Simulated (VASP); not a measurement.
A run of VASP 6.6.1:

The input INCAR:

```
SYSTEM = Sn
PREC     = Accurate       ! precision mode
ENCUT    = 520            ! plane-wave cutoff, eV
EDIFF    = 1E-6           ! SCF threshold, eV
ISMEAR   = 0              ! smearing method
SIGMA    = 0.1            ! smearing width, eV
LREAL    = .FALSE.        ! projectors in reciprocal space
LASPH    = .TRUE.         ! aspherical terms in the spheres
NELM     = 100            ! most SCF steps
ALGO     = Normal         ! electronic algorithm
ISIF     = 2              ! what is computed and relaxed
LWAVE    = .FALSE.        ! write WAVECAR
LCHARG   = .TRUE.         ! write CHGCAR
GGA      = PE             ! functional
LELF     = .TRUE.         ! ELF
LVHAR    = .TRUE.       
NBANDS   = 21             ! bands
```

File KPOINTS:

```
regular mesh
0
G
  6 6 6
  0 0 0
```

Contents of POSCAR:

```
Sn
1.0
    2.1541261161      1.2436852930      3.6667018482
   -2.1541261161      1.2436852930      3.6667018482
    0.0000000000     -2.4873705860      3.6667018482
Sn
2
Direct
    0.2500239813      0.2500239813      0.2500239813
    0.7499760187      0.7499760187      0.7499760187
```

Potentials or basis: VASP PAW PBE potentials, release 64 (Sn_d).

Launch:

```console
$ cat potpaw_PBE.64/Sn_d/POTCAR > POTCAR
$ mpirun -np 1 vasp_std > vasp.out
```

Hardware: 1 thread of Intel(R) Xeon(R) Platinum 8259CL CPU @ 2.50GHz (Skylake/Cascade Lake), with other jobs on the host.

Q: How long does it take, and how much memory?

A: It took 57 s on 1 thread of Intel(R) Xeon(R) Platinum 8259CL CPU @ 2.50GHz (Skylake/Cascade Lake) (shared host), peak memory 0.21 GiB. Counts: scf iterations 10, k points 32.
